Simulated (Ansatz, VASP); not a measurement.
**Ge4H: VASP beside Ansatz**

File INCAR:

```
SYSTEM = Ge4H
PREC = Accurate
ENCUT = 520
EDIFF = 1E-6
ISMEAR = 0
SIGMA = 0.1
LREAL = .False.
LASPH = .True.
NELM = 100
ALGO = Normal
ISIF = 2
LWAVE = .False.
LCHARG = .False.
LDIPOL = .True.
IDIPOL = 3
DIPOL = 0.5 0.5 0.328
GGA = PE
IVDW = 12
NBANDS = 36
```

File KPOINTS:

```
Automatic mesh
0
Gamma
  7 7 1
  0 0 0
```

Contents of POSCAR:

```
Ge4H
1.0
    4.0303587907      0.0000000000      0.0000000000
    0.0000000000      4.0303587907      0.0000000000
    0.0000000000      0.0000000000     21.6416627718
Ge H
4 1
Direct
    0.0000000000      0.5000000000      0.1848286817
    0.0000000000      0.0000000000      0.2506714513
    0.5000000000      0.0000000000      0.3196569899
    0.5000000000      0.5000000000      0.3854446333
    1.0000000000      0.7500000000      0.5009625594
```

Input for Ansatz:

```yaml
crystal:
  lattice:
    - [4.0303587907, 0.0, 0.0]
    - [0.0, 4.0303587907, 0.0]
    - [0.0, 0.0, 21.6416627718]
  atoms:
    - { symbol: Ge, position: [0.0, 0.5, 0.1848286817] }
    - { symbol: Ge, position: [0.0, 0.0, 0.2506714513] }
    - { symbol: Ge, position: [0.5, 0.0, 0.3196569899] }
    - { symbol: Ge, position: [0.5, 0.5, 0.3854446333] }
    - { symbol: H, position: [1.0, 0.75, 0.5009625594] }
basis:
  ecutwfc: 420
kpoints:
  mp_grid: { grid: [7, 7, 1] }
hamiltonian:
  xc: pbe
  pseudopotentials: { kind: paw, azcp: { folder: soft_1 } }
  dispersion: d3bj
scf:
  occupations: { method: gaussian, width: 0.1 }
output:
  forces: true
  eigenvalues: true
efield:
  axis: 3
  dipole_correction: true
  ramp_width: 0.04
```

Alike in both runs: task single point; functional PBE; dispersion D3(BJ); k mesh 7 × 7 × 1; occupations gaussian, width 0.1 eV; no spin polarisation.

|  | VASP | Ansatz |
| --- | --- | --- |
| version | VASP 6.6.1 | Ansatz 0.2.0 |
| potentials or method | VASP PAW PBE potentials, release 64 (Ge_d, H), cutoff 520 eV | scalar-relativistic, plane waves, PAW |
| valence electrons in the cell | 57 | 57 |

```tsv
	VASP	Ansatz	Ansatz less VASP
gap on the k mesh at the Fermi level (eV)	none	none	-
rms of the force components (eV/Å)	0.342	0.341	-0.0005
```

Atom by atom the forces differ by 0.001 eV/Å (rms over components). A gap of «none» marks a metal or a gap that the smearing closes.
